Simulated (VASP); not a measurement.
# Mo (I4/mmm) in VASP: single point with LDA

Aim: the single point of Mo with LDA.

Program: VASP 6.6.1. These are calculated values, not measurements. Logs are shortened: lines on timing, memory, paths and dates and some standing lists are left out, and cuts for length are marked.

## 1. The cell of the first run

It takes space group I4/mmm (No. 139, tetragonal). Conventional cell: a = 2.745 Å, b = 2.745 Å, c = 4.117 Å, α = 90.00°, β = 90.00°, γ = 90.00°. Mo (site symmetry 4/mmm) has 12 Mo at 2.74 to 2.83 Å within 3.6 Å.

## 2. Single point, LDA

INCAR

```
SYSTEM = Mo
ALGO = Fast
EDIFF = 1E-6
ENCUT = 520
ISIF = 2
ISMEAR = 0
LASPH = .TRUE.
LCHARG = .FALSE.
LREAL = .FALSE.
LWAVE = .FALSE.
NBANDS = 13
NELM = 100
PREC = Accurate
SIGMA = 0.15
```

KPOINTS

```
k-points
0
G
  24 24 24
  0 0 0
```

POSCAR

```
Mo
1.0
   -1.3723949101      1.3723949101      2.0585923652
    1.3723949101     -1.3723949101      2.0585923652
    1.3723949101      1.3723949101     -2.0585923652
Mo
1
Direct
    0.0000000000      0.0000000000      0.0000000000
```

Potentials or basis: VASP PAW LDA potentials, release 64 (Mo_sv).

The run is started by

```bash
> cat potpaw_LDA.64/Mo_sv/POTCAR > POTCAR
> mpirun -np 1 vasp_std > vasp.out
```

OUTCAR:

```text
SYSTEM = Mo
   EDIFF = 1E-6
   ENCUT = 520
   ISIF = 2
   ISMEAR = 0
   LASPH = .TRUE.
   LREAL = .FALSE.
   NELM = 100
   PREC = Accurate

 ion  position               nearest neighbor table
   1  0.000  0.000  0.000-

  LATTYP: Found a body centered tetragonal cell.
 ALAT       =     2.7447898202
 C/A-ratio  =     1.5000000000

  Lattice vectors:

 A1 = (  -1.3723949101,   1.3723949101,   2.0585923652)
 A2 = (   1.3723949101,  -1.3723949101,   2.0585923652)
 A3 = (   1.3723949101,   1.3723949101,  -2.0585923652)

Analysis of symmetry for initial positions (statically):
=====================================================================
 Subroutine PRICEL returns:
 Original cell was already a primitive cell.

 Routine SETGRP: Setting up the symmetry group for a
 body centered tetragonal supercell.

 Subroutine GETGRP returns: Found 16 space group operations
 (whereof 16 operations were pure point group operations)
 out of a pool of 16 trial point group operations.

The static configuration has the point symmetry D_4h.

Analysis of symmetry for dynamics (positions and initial velocities):
=====================================================================
 Subroutine PRICEL returns:
 Original cell was already a primitive cell.

 Routine SETGRP: Setting up the symmetry group for a
 body centered tetragonal supercell.

 Subroutine GETGRP returns: Found 16 space group operations
 (whereof 16 operations were pure point group operations)
 out of a pool of 16 trial point group operations.

The dynamic configuration has the point symmetry D_4h.

 Subroutine INISYM returns: Found 16 space group operations
 (whereof 16 operations are pure point group operations),
 and found     1 'primitive' translations

----------------------------------------------------------------------------------------

                                     Primitive cell

  volume of cell :      15.5092

  direct lattice vectors                    reciprocal lattice vectors
    -1.372394910  1.372394910  2.058592365     0.000000000  0.364326621  0.242884414
     1.372394910 -1.372394910  2.058592365     0.364326621  0.000000000  0.242884414
     1.372394910  1.372394910 -2.058592365     0.364326621  0.364326621  0.000000000

  length of vectors
     2.829264587  2.829264587  2.829264587     0.437866104  0.437866104  0.515235648

[... 80 lines left out ...]
   EDIFFG = 0.1E-04   stopping-criterion for IOM
   NSW    =      0    number of steps for IOM
   IBRION =     -1    ionic relax: 0-MD 1-quasi-New 2-CG
   NFREE  =      0    steps in history (QN), initial steepest desc. (CG)
   ISIF   =      2    stress and relaxation
   ISYM   =      2    0-nonsym 1-usesym 2-fastsym
   POTIM  = 0.5000    time-step for ionic-motion
   TEBEG  =    0.0;   TEEND  =   0.0 temperature during run
   PSTRESS=    0.0 pullay stress
   NELECT =      14.0000    total number of electrons
   NUPDOWN=      -1.0000    fix difference up-down
   EMIN   =  10.00;   EMAX   =-10.00  energy-range for DOS
   EFERMI =   0.00;   METHOD = LEGACY
   ISMEAR =     0;   SIGMA  =   0.15  broadening in eV -4-tet -1-fermi 0-gaus
   EFERMI_NEDOS =   21; number of points for ismear=-14 and -15
   IALGO  =     68    algorithm
   IMIX   =      4    mixing-type and parameters
     AMIX     =   0.40;   BMIX     =  1.00
     AMIX_MAG =   1.60;   BMIX_MAG =  1.00
  volume/ion in A,a.u.               =      15.51       104.66
  Fermi-wavevector in a.u.,A,eV,Ry     =   1.582176  2.989878 34.059184  2.503279
  Thomas-Fermi vector in A             =   2.682139
   LORBIT       =      0    0 simple, 1 ext, 2 COOP (PROOUT), +10 PAW based schemes
   GGA     = CA    functional components
   LHFCALC =     F    Hartree Fock is set to
   AEXX    =    0.0000 exact exchange contribution
   IVDW    =     0    specifies the selected vdW correction
   LEPSILON=     F    determine dielectric tensor
   LRPA    =     F    only Hartree local field effects (RPA)
 non-spin polarized calculation
 RMM-DIIS sequential band-by-band and
 Gauss-broadening in eV      SIGMA  =   0.15
  energy-cutoff  :      520.00
  volume of cell :       15.51
 maximum number of plane-waves:       431
 NGX is ok and might be reduce to    24
   NGX = 11   NGY = 11   NGZ = 11

 number of electron      13.9999998 magnetization

 Free energy of the ion-electron system (eV)
  ---------------------------------------------------
  ext. energy  EPLUGINS =         0.00000000
  ---------------------------------------------------
  free energy    TOTEN  =       -11.72302782 eV

  energy without entropy =      -11.70864796  energy(sigma->0) =      -11.71583789

 E-fermi :  12.2181     XC(G=0): -13.6314

 val. band max:       12.2180837609   @ k =   0.1667   0.0833   0.0833
 cond. band min:      12.2206909015   @ k =  -0.0417  -0.2083   0.0417
 fundamental gap:      0.0026071405
 Fermi energy:        12.2180895968

 k-point     1 :       0.0000    0.0000    0.0000
  band No.  band energies     occupation
      1     -48.2063      2.00000
      2     -21.6874      2.00000
      3     -21.6252      2.00000
      4     -21.6252      2.00000
      5       5.3411      2.00000
      6      10.9061      2.00000
      7      11.6592      2.00000
      8      11.6592      2.00000
      9      13.6062      0.00000
     10      14.6791      0.00000
     11      25.3464      0.00000
     12      29.3963      0.00000
     13      31.3183      0.00000
[... 354 lines left out ...]
  band No.  band energies     occupation
      1     -47.9413      2.00000
      2     -23.0981      2.00000
      3     -21.9188      2.00000
      4     -21.7747      2.00000
      5       7.4531      2.00000
      6      10.8284      2.00000
      7      11.5307      2.00000
      8      13.6112      0.00000
      9      16.2481      0.00000
     10      16.6162      0.00000
     11      23.7575      0.00000
     12      25.2348      0.00000
     13      31.3803      0.00000

 [... further k-points ...]
[... 5 lines left out ...]
  --------------------------------------------------------------------------------------
  -------------------------------------------------------------------------------------
  Total       -0.5610633     -0.5610633      0.1986913      0.0000000     -0.0000000      0.0000000
  in kB      -57.9607347    -57.9607347     20.5258397      0.0000000     -0.0000000      0.0000000
  external PRESSURE =     -31.7985432 kB  Pullay stress =       0.0000000 kB

 VOLUME and BASIS-vectors are now :
 -----------------------------------------------------------------------------
  energy-cutoff  :      520.00
  volume of cell :       15.51
      direct lattice vectors                 reciprocal lattice vectors
    -1.372394910  1.372394910  2.058592365     0.000000000  0.364326621  0.242884414
     1.372394910 -1.372394910  2.058592365     0.364326621  0.000000000  0.242884414
     1.372394910  1.372394910 -2.058592365     0.364326621  0.364326621  0.000000000

 POSITION                                       TOTAL-FORCE (eV/Angst)
 -----------------------------------------------------------------------------------
      0.00000      0.00000      0.00000         0.000000      0.000000      0.000000
 -----------------------------------------------------------------------------------
    total drift:                               -0.000000     -0.000000      0.000000

  FREE ENERGIE OF THE ION-ELECTRON SYSTEM (eV)
  ---------------------------------------------------
  free  energy   TOTEN  =       -11.7230278209 eV

  energy  without entropy=      -11.7086479604  energy(sigma->0) =      -11.71583789
```

stdout:

```text
POSCAR found type information on POSCAR Mo
 POSCAR found :  1 types and       1 ions
 scaLAPACK will be used
 LDA part: xc-table for (Slater(with rela. corr.)+CA(PZ))
 , standard interpolation
 POSCAR, INCAR and KPOINTS ok, starting setup
 FFT: planning ... GRIDC
 FFT: planning ... GRID_SOFT
 FFT: planning ... GRID
 WAVECAR not read
 entering main loop
```

Wall time 7 min (1 thread of AMD EPYC, shared host); peak memory 0.26 GiB.

What came out:

```yaml
Free_energy: -11.7230 eV
Pressure: -3.2 GPa
Band_gap_on_the_k_mesh: zero (band 7 reaches 16.22 eV, above the bottom of band 8 at 11.66 eV)
```

Stress tensor (GPa, compression positive):
```
-5.80  0.00  0.00
 0.00 -5.80  0.00
 0.00  0.00  2.05
```
